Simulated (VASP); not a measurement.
Write the native input for VASP 6.6.1 that does the following.

| Property | Result |
| --- | --- |
| Task | single point |
| Functional | PBE |
| Potentials or basis | VASP PAW PBE potentials, release 64 (Tl_d, Ga_d) |
| Cutoff | 500 eV |
| k mesh | 6 × 6 × 6 |
| Occupations | gaussian, width 0.1 eV |
| Spin | no spin polarisation |
| Dipole correction | no |
| Further INCAR settings | ALGO = Normal; EDIFF = 1e-06; NBANDS = 20 |

The structure of TlGa lies in POSCAR:

```
TlGa
1.0
    0.0000000000      3.0248848800      3.0248848800
    3.0248848800      0.0000000000      3.0248848800
    3.0248848800      3.0248848800      0.0000000000
Tl Ga
1 1
Direct
    0.0000000000      0.0000000000      0.0000000000
    0.5000000000      0.5000000000      0.5000000000
```

The input as run:

INCAR

```
ALGO = Normal
EDIFF = 1E-6
ENCUT = 500
GGA = PE
GGA_COMPAT = F
ISIF = 2
ISMEAR = 0
LASPH = T
LCHARG = F
LREAL = F
LWAVE = F
NBANDS = 20
NELM = 120
PREC = Accurate
SIGMA = 0.1
```

KPOINTS

```
k-points
0
Gamma
  6 6 6
```

Potentials or basis: VASP PAW PBE potentials, release 64 (Tl_d, Ga_d).

Command:

```bash
$ cat potpaw_PBE.64/Tl_d/POTCAR potpaw_PBE.64/Ga_d/POTCAR > POTCAR
$ mpirun -np 1 vasp_std > vasp.out
```

It gave:

```yaml
Pressure: -0.8 GPa
Band_gap_on_the_k_mesh: zero (band 13 reaches 7.75 eV, above the bottom of band 14 at 3.26 eV)
```

Caveat: spin-orbit coupling is left out, which moves the levels of the heavy elements.

It took 24 s on 1 thread of Intel Xeon 8259CL, on a shared host, peak memory 0.18 GiB.
